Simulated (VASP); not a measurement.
Input of a VASP 6.6.1 run:

File INCAR:

```
PREC = Accurate
ENCUT = 520
EDIFF = 1E-6
ISMEAR = 0
SIGMA = 0.1
LREAL = F
LASPH = T
NELM = 60
ALGO = Normal
ISIF = 2
LWAVE = F
LCHARG = T
GGA = CA
LELF = T
LVHAR = T
NBANDS = 35
```

The input KPOINTS:

```
Automatic mesh
0
Gamma
  6 6 6
```

POSCAR

```
SnO2
1.0
   -2.6365629003      2.6365629003      3.8989310897
    2.6365629003     -2.6365629003      3.8989310897
    2.6365629003      2.6365629003     -3.8989310897
Sn O
2 4
Direct
    0.0000000000      0.0000000000      0.0000000000
    0.7500000000      0.2500000000      0.5000000000
    0.3750000000      0.2235465642      0.3485465642
    0.9735465642      0.6250000000      0.8485465642
    0.7764534358      0.1250000000      0.1514534358
    0.8750000000      0.0264534358      0.6514534358
```

Potentials or basis: VASP PAW LDA potentials, release 64 (Sn_d, O).

Launch:

```bash
$ cat potpaw_LDA.64/Sn_d/POTCAR potpaw_LDA.64/O/POTCAR > POTCAR
$ mpirun -np 1 vasp_std > vasp.out
```

**Question.** Estimate the largest force.

**Answer.** 5.047 eV/Å.

**Question.** Predict the pressure.

**Answer.** 60.5 GPa.

Forces in eV/Å, atoms in the order of the input:
```
Sn   0.000  0.000  0.000
Sn   0.000  0.000  0.000
O    5.047  0.000  0.000
O    0.000  5.047  0.000
O    0.000 -5.047  0.000
O   -5.047  0.000  0.000
```

Caveat: forces of over 1 eV/Å act on the atoms, so gaps and moduli don't describe the material at rest.
